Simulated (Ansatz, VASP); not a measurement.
# One calculation of LaCuTe2, two programs

```
Cu La Te
1.0
     2.19219    1.26566    6.61175
    -2.19219    1.26566    6.61175
     0.00000   -2.53132    6.61175
Cu La Te
1 1 2
Direct
  0.00000 0.00000 0.00000
  0.50000 0.50000 0.50000
  0.26089 0.26089 0.26089
  0.73911 0.73911 0.73911
```

Alike in both runs: task single point; functional r2SCAN; k mesh 6 × 6 × 6; no spin polarisation.

```csv
,VASP,Ansatz
version,VASP 6.6.1,Ansatz 0.2.0
potentials or method,"VASP PAW PBE potentials, release 64 (Cu, La, Te)","plane waves, PAW"
plane-wave cutoff (eV),520,500
occupations,"gaussian, width 0.01 eV",fixed
valence electrons in the cell,34,62
```

VASP gave:

- gap on the k mesh at the Fermi level (eV): 0.89
- pressure (GPa): 3.8
- traceless stress, the component that is largest in VASP (GPa): -0.10
- rms of the force components (eV/Å): 0.085

Q: Estimate Ansatz's values.

A: gap on the k mesh at the Fermi level (eV): 0.89; pressure (GPa): 3.8; traceless stress, the component that is largest in VASP (GPa): -0.13; rms of the force components (eV/Å): 0.091.

VASP's potentials were made for PBE, not for r2SCAN. Atom by atom the forces differ by 0.005 eV/Å (rms over components). VASP's potentials hold 34 valence electrons a cell and Ansatz's 62, so a difference there can come from the potentials and not from the codes.

Spin-orbit coupling is off throughout.
